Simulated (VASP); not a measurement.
# Rb (Im-3m) in VASP: a series of runs, part 2 of 2

VASP 6.6.1.

## 3. Single point, PBE (volume scaled by 0.68)

File INCAR:

```
ALGO = Normal ; EDIFF = 1E-6
ENCUT = 520 ; GGA = PE
ISIF = 2 ; ISMEAR = -1
LASPH = T ; LCHARG = F
LREAL = F ; LWAVE = F
NBANDS = 10 ; NELM = 100
PREC = Accurate ; SIGMA = 0.1
```

File KPOINTS:

```
k-points
0
Gamma
  10 10 10
```

File POSCAR:

```
Rb
1.0
   -2.4937942080      2.4937942080      2.4937942080
    2.4937942080     -2.4937942080      2.4937942080
    2.4937942080      2.4937942080     -2.4937942080
Rb
1
Direct
    0.0000000000      0.0000000000      0.0000000000
```

Potentials or basis: VASP PAW PBE potentials, release 64 (Rb_sv).

Launch:

```console
cat potpaw_PBE.64/Rb_sv/POTCAR > POTCAR
mpirun -np 1 vasp_std > vasp.out
```

OUTCAR:

```text
EDIFF = 1E-6
   ENCUT = 520
   GGA = PE
   ISIF = 2
   ISMEAR = -1
   LASPH = T
   LREAL = F
   NELM = 100
   PREC = Accurate

 ion  position               nearest neighbor table
   1  0.000  0.000  0.000-

  LATTYP: Found a body centered cubic cell.
 ALAT       =     4.9875884160

  Lattice vectors:

 A1 = (  -2.4937942080,   2.4937942080,   2.4937942080)
 A2 = (   2.4937942080,  -2.4937942080,   2.4937942080)
 A3 = (   2.4937942080,   2.4937942080,  -2.4937942080)

Analysis of symmetry for initial positions (statically):
=====================================================================
 Subroutine PRICEL returns:
 Original cell was already a primitive cell.

 Routine SETGRP: Setting up the symmetry group for a
 body centered cubic supercell.

 Subroutine GETGRP returns: Found 48 space group operations
 (whereof 48 operations were pure point group operations)
 out of a pool of 48 trial point group operations.

The static configuration has the point symmetry O_h .

Analysis of symmetry for dynamics (positions and initial velocities):
=====================================================================
 Subroutine PRICEL returns:
 Original cell was already a primitive cell.

 Routine SETGRP: Setting up the symmetry group for a
 body centered cubic supercell.

 Subroutine GETGRP returns: Found 48 space group operations
 (whereof 48 operations were pure point group operations)
 out of a pool of 48 trial point group operations.

The dynamic configuration has the point symmetry O_h .

 Subroutine INISYM returns: Found 48 space group operations
 (whereof 48 operations are pure point group operations),
 and found     1 'primitive' translations

----------------------------------------------------------------------------------------

                                     Primitive cell
[... 105 lines left out ...]
   EFERMI_NEDOS =   21; number of points for ismear=-14 and -15
   IALGO  =     38    algorithm
   IMIX   =      4    mixing-type and parameters
     AMIX     =   0.40;   BMIX     =  1.00
     AMIX_MAG =   1.60;   BMIX_MAG =  1.00
  volume/ion in A,a.u.               =      62.04       418.64
  Fermi-wavevector in a.u.,A,eV,Ry     =   0.860218  1.625576 10.067965  0.739975
  Thomas-Fermi vector in A             =   1.977689
   LORBIT       =      0    0 simple, 1 ext, 2 COOP (PROOUT), +10 PAW based schemes
   GGA     = PE    functional components
   LHFCALC =     F    Hartree Fock is set to
   AEXX    =    0.0000 exact exchange contribution
   IVDW    =     0    specifies the selected vdW correction
   LEPSILON=     F    determine dielectric tensor
   LRPA    =     F    only Hartree local field effects (RPA)
 non-spin polarized calculation
  energy-cutoff  :      520.00
  volume of cell :       62.04
 maximum number of plane-waves:      1689
   NGX = 15   NGY = 15   NGZ = 15

 number of electron       9.0000000 magnetization

 Free energy of the ion-electron system (eV)
  ---------------------------------------------------
  ext. energy  EPLUGINS =         0.00000000
  ---------------------------------------------------
  free energy    TOTEN  =        -0.80314826 eV

  energy without entropy =       -0.77099736  energy(sigma->0) =       -0.78707281

 E-fermi :   1.0850     XC(G=0):  -6.4856

 val. band max:        1.0212907197   @ k =  -0.3000   0.3000   0.3000
 cond. band min:       1.1227554172   @ k =   0.3000   0.2000  -0.0000
 fundamental gap:      0.1014646976
 Fermi energy:         1.0850156689

 k-point     1 :       0.0000    0.0000    0.0000
  band No.  band energies     occupation
      1     -27.7336      2.00000
      2     -11.6905      2.00000
      3     -11.6905      2.00000
      4     -11.6905      2.00000
      5      -1.4354      2.00000
      6       5.0614      0.00000
      7       5.0614      0.00000
      8       5.0614      0.00000
      9       6.3111      0.00000
     10       6.3111      0.00000
[... 287 lines left out ...]
 k-point    24 :      -0.3000    0.3000    0.1000
  band No.  band energies     occupation
      1     -27.7155      2.00000
      2     -11.9099      2.00000
      3     -11.7702      2.00000
      4     -11.7167      2.00000
      5       0.0746      1.99992
      6       3.2985      0.00000
      7       4.1189      0.00000
      8       5.3129      0.00000
      9       6.4947      0.00000
     10       6.9763      0.00000

 [... further k-points ...]
[... 5 lines left out ...]
  --------------------------------------------------------------------------------------
  -------------------------------------------------------------------------------------
  Total        0.8397517      0.8397517      0.8397517     -0.0000000     -0.0000000      0.0000000
  in kB       21.6880074     21.6880074     21.6880074     -0.0000000     -0.0000000      0.0000000
  external PRESSURE =      21.6880074 kB  Pullay stress =       0.0000000 kB

 VOLUME and BASIS-vectors are now :
 -----------------------------------------------------------------------------
  energy-cutoff  :      520.00
  volume of cell :       62.04
      direct lattice vectors                 reciprocal lattice vectors
    -2.493794208  2.493794208  2.493794208     0.000000000  0.200497699  0.200497699
     2.493794208 -2.493794208  2.493794208     0.200497699  0.000000000  0.200497699
     2.493794208  2.493794208 -2.493794208     0.200497699  0.200497699  0.000000000

 POSITION                                       TOTAL-FORCE (eV/Angst)
 -----------------------------------------------------------------------------------
      0.00000      0.00000      0.00000         0.000000     -0.000000      0.000000
 -----------------------------------------------------------------------------------
    total drift:                                0.000000      0.000000     -0.000000

  FREE ENERGIE OF THE ION-ELECTRON SYSTEM (eV)
  ---------------------------------------------------
  free  energy   TOTEN  =        -0.8031482581 eV

  energy  without entropy=       -0.7709973584  energy(sigma->0) =       -0.78707281
```

stdout:

```text
POSCAR found type information on POSCAR Rb
 POSCAR found :  1 types and       1 ions
 scaLAPACK will be used
 LDA part: xc-table for (Slater+PW92), standard interpolation
 POSCAR, INCAR and KPOINTS ok, starting setup
 FFT: planning ... GRIDC
 FFT: planning ... GRID_SOFT
 FFT: planning ... GRID
 WAVECAR not read
 entering main loop
```

Wall time 18 s (1 thread of AMD EPYC 7R43 (Zen 3), shared host); peak memory 0.15 GiB.

What came out:

| Item | Value |
| --- | --- |
| Free energy | -0.8031 eV |
| Pressure | 2.2 GPa |

Levels at points of the mesh, in eV from the Fermi level:
| k point | band 1 | band 2 | band 3 | band 4 | band 5 | band 6 | band 7 | band 8 |
| --- | --- | --- | --- | --- | --- | --- | --- | --- |
| (0.00, 0.00, 0.00) | -28.82 | -12.78 | -12.78 | -12.78 | -2.52 | 3.98 | 3.98 | 3.98 |
| (0.50, 0.00, 0.00) | -28.79 | -13.11 | -12.88 | -12.78 | 0.06 | 1.20 | 2.55 | 5.09 |
| (0.50, 0.50, 0.50) | -28.78 | -13.00 | -13.00 | -13.00 | 0.86 | 0.86 | 4.45 | 4.45 |

## 4. Single point, PBE (volume scaled by 0.78)

File INCAR:

```
PREC = Accurate
ENCUT = 520
EDIFF = 1E-6
ISMEAR = -1
SIGMA = 0.1
LREAL = F
LASPH = T
NELM = 100
ALGO = Normal
ISIF = 2
LWAVE = F
LCHARG = T
GGA = PE
LELF = T
LVHAR = T
NBANDS = 10
```

File KPOINTS:

```
Automatic mesh
0
Gamma
  10 10 10
```

File POSCAR:

```
Rb
1.0
   -2.6104928533      2.6104928533      2.6104928533
    2.6104928533     -2.6104928533      2.6104928533
    2.6104928533      2.6104928533     -2.6104928533
Rb
1
Direct
    0.0000000000      0.0000000000      0.0000000000
```

Launch:

```console
cat potpaw_PBE.64/Rb_sv/POTCAR > POTCAR
mpirun -np 1 vasp_std > vasp.out
```

Run time: 31 s. Hardware: 1 thread of AMD EPYC 7R43 (Zen 3), shared host; peak memory 0.17 GiB.

It converged, with:

```
Free energy : -0.8935 eV
Pressure    : 1.1 GPa
```

Levels at points of the mesh, in eV from the Fermi level:
```csv
k point,band 2,band 3,band 4,band 5,band 6,band 7
"(0.00, 0.00, 0.00)",-12.82,-12.82,-12.82,-2.32,3.89,3.89
"(0.50, 0.00, 0.00)",-13.04,-12.89,-12.82,0.15,1.01,2.59
"(0.50, 0.50, 0.50)",-12.97,-12.97,-12.97,1.04,1.04,3.97
```

## 5. Single point, PBE (volume scaled by 0.88)

File INCAR:

```
ALGO = Normal
EDIFF = 1E-6
ENCUT = 520
GGA = PE
ISIF = 2
ISMEAR = -1
LASPH = True
LCHARG = True
LELF = True
LREAL = False
LVHAR = True
LWAVE = False
NBANDS = 10
NELM = 80
PREC = Accurate
SIGMA = 0.1
```

File KPOINTS:

```
k-points
0
Gamma
  10 10 10
```

File POSCAR:

```
Rb
1.0
   -2.7175979009      2.7175979009      2.7175979009
    2.7175979009     -2.7175979009      2.7175979009
    2.7175979009      2.7175979009     -2.7175979009
Rb
1
Direct
    0.0000000000      0.0000000000      0.0000000000
```

Potentials or basis: VASP PAW PBE potentials, release 64 (Rb_sv).

Launch:

```console
cat potpaw_PBE.64/Rb_sv/POTCAR > POTCAR
mpirun -np 1 vasp_std > vasp.out
```

OUTCAR:

```text
EDIFF = 1E-6
   ENCUT = 520
   GGA = PE
   ISIF = 2
   ISMEAR = -1
   LASPH = True
   LREAL = False
   NELM = 80
   PREC = Accurate

 ion  position               nearest neighbor table
   1  0.000  0.000  0.000-

  LATTYP: Found a body centered cubic cell.
 ALAT       =     5.4351958018

  Lattice vectors:

 A1 = (  -2.7175979009,   2.7175979009,   2.7175979009)
 A2 = (   2.7175979009,  -2.7175979009,   2.7175979009)
 A3 = (   2.7175979009,   2.7175979009,  -2.7175979009)

Analysis of symmetry for initial positions (statically):
=====================================================================
 Subroutine PRICEL returns:
 Original cell was already a primitive cell.

 Routine SETGRP: Setting up the symmetry group for a
 body centered cubic supercell.

 Subroutine GETGRP returns: Found 48 space group operations
 (whereof 48 operations were pure point group operations)
 out of a pool of 48 trial point group operations.

The static configuration has the point symmetry O_h .

Analysis of symmetry for dynamics (positions and initial velocities):
[... 156 lines left out ...]
 E-fermi :   0.3109     XC(G=0):  -5.7774

 val. band max:        0.2255004627   @ k =  -0.3000   0.3000   0.3000
 cond. band min:       0.3188068049   @ k =   0.3000   0.2000   0.0000
 fundamental gap:      0.0933063422
 Fermi energy:         0.3108982916

 k-point     1 :       0.0000    0.0000    0.0000
  band No.  band energies     occupation
      1     -28.5333      2.00000
      2     -12.5596      2.00000
      3     -12.5596      2.00000
      4     -12.5596      2.00000
      5      -1.8295      2.00000
      6       4.1050      0.00000
      7       4.1050      0.00000
      8       4.1050      0.00000
      9       5.1290      0.00000
     10       5.1290      0.00000
[... 287 lines left out ...]
 k-point    24 :      -0.3000    0.3000    0.1000
  band No.  band energies     occupation
      1     -28.5277      2.00000
      2     -12.6549      2.00000
      3     -12.5962      2.00000
      4     -12.5708      2.00000
      5      -0.6084      1.99980
      6       2.4778      0.00000
      7       3.2815      0.00000
      8       4.2326      0.00000
      9       5.1868      0.00000
     10       5.6262      0.00000

 [... further k-points ...]
[... 5 lines left out ...]
  --------------------------------------------------------------------------------------
  -------------------------------------------------------------------------------------
  Total        0.2273506      0.2273506      0.2273506      0.0000000      0.0000000     -0.0000000
  in kB        4.5372328      4.5372328      4.5372328      0.0000000      0.0000000     -0.0000000
  external PRESSURE =       4.5372328 kB  Pullay stress =       0.0000000 kB

 VOLUME and BASIS-vectors are now :
 -----------------------------------------------------------------------------
  energy-cutoff  :      520.00
  volume of cell :       80.28
      direct lattice vectors                 reciprocal lattice vectors
    -2.717597901  2.717597901  2.717597901     0.000000000  0.183986012  0.183986012
     2.717597901 -2.717597901  2.717597901     0.183986012  0.000000000  0.183986012
     2.717597901  2.717597901 -2.717597901     0.183986012  0.183986012  0.000000000

 POSITION                                       TOTAL-FORCE (eV/Angst)
 -----------------------------------------------------------------------------------
      0.00000      0.00000      0.00000         0.000000     -0.000000      0.000000
 -----------------------------------------------------------------------------------
    total drift:                                0.000000     -0.000000     -0.000000

  FREE ENERGIE OF THE ION-ELECTRON SYSTEM (eV)
  ---------------------------------------------------
  free  energy   TOTEN  =        -0.9361283337 eV

  energy  without entropy=       -0.9049434097  energy(sigma->0) =       -0.92053587
```

stdout:

```text
POSCAR found type information on POSCAR Rb
 POSCAR found :  1 types and       1 ions
 scaLAPACK will be used
 LDA part: xc-table for (Slater+PW92), standard interpolation
 POSCAR, INCAR and KPOINTS ok, starting setup
 FFT: planning ... GRIDC
 FFT: planning ... GRID_SOFT
 FFT: planning ... GRID
 WAVECAR not read
 entering main loop
```

It took 32 s on 1 thread of AMD EPYC 7R43 (Zen 3), shared host; peak memory 0.18 GiB.

What came out:

* Free energy: -0.9361 eV
* Pressure: 0.5 GPa

Levels at points of the mesh, in eV from the Fermi level:
```tsv
k point	band 2	band 3	band 4	band 5	band 6	band 7
(0.00, 0.00, 0.00)	-12.87	-12.87	-12.87	-2.14	3.79	3.79
(0.50, 0.00, 0.00)	-13.02	-12.92	-12.87	0.21	0.89	2.60
(0.50, 0.50, 0.50)	-12.97	-12.97	-12.97	1.16	1.16	3.60
```

## 6. Single point, PBE (volume scaled by 0.88)

File INCAR:

```
SYSTEM = Rb
PREC = Accurate ; ENCUT = 520
EDIFF = 1E-6 ; ISMEAR = -1
SIGMA = 0.1 ; LREAL = .FALSE.
LASPH = .TRUE. ; NELM = 60
ALGO = Normal ; ISIF = 2
LWAVE = .FALSE. ; LCHARG = .TRUE.
GGA = PE ; LELF = .TRUE.
LVHAR = .TRUE. ; NBANDS = 10
```

File KPOINTS:

```
regular mesh
0
G
  10 10 10
  0 0 0
```

POSCAR is that of step 5.

Potentials or basis: VASP PAW PBE potentials, release 64 (Rb_sv).

Launch:

```console
cat potpaw_PBE.64/Rb_sv/POTCAR > POTCAR
mpirun -np 1 vasp_std > vasp.out
```

It took 30 s on 1 thread of AMD EPYC 7R43 (Zen 3), shared host; peak memory 0.18 GiB.

It converged, with:

- Free energy: -0.9361 eV
- Pressure: 0.5 GPa

Levels at points of the mesh, in eV from the Fermi level:
```
           k point  band 2  band 3  band 4  band 5  band 6  band 7
(0.00, 0.00, 0.00)  -12.87  -12.87  -12.87   -2.14    3.79    3.79
(0.50, 0.00, 0.00)  -13.02  -12.92  -12.87    0.21    0.89    2.60
(0.50, 0.50, 0.50)  -12.97  -12.97  -12.97    1.16    1.16    3.60
```

## 7. Summary

```csv
cell,gap on the mesh (eV),pressure (GPa)
"a = 4.319 Å, angles 109.5°, 1 atom",none,2.2
"a = 4.522 Å, angles 109.5°, 1 atom",none,1.1
"a = 4.707 Å, angles 109.5°, 1 atom",none,0.5
```

Alike in all rows: task single point; level PBE; potentials or basis VASP PAW PBE potentials, release 64 (Rb_sv); no spin polarisation; k mesh 10 × 10 × 10; cutoff (eV) 520; smearing fermi-dirac 0.1 eV.

Absolute energies hang on the potentials; compare differences alone.
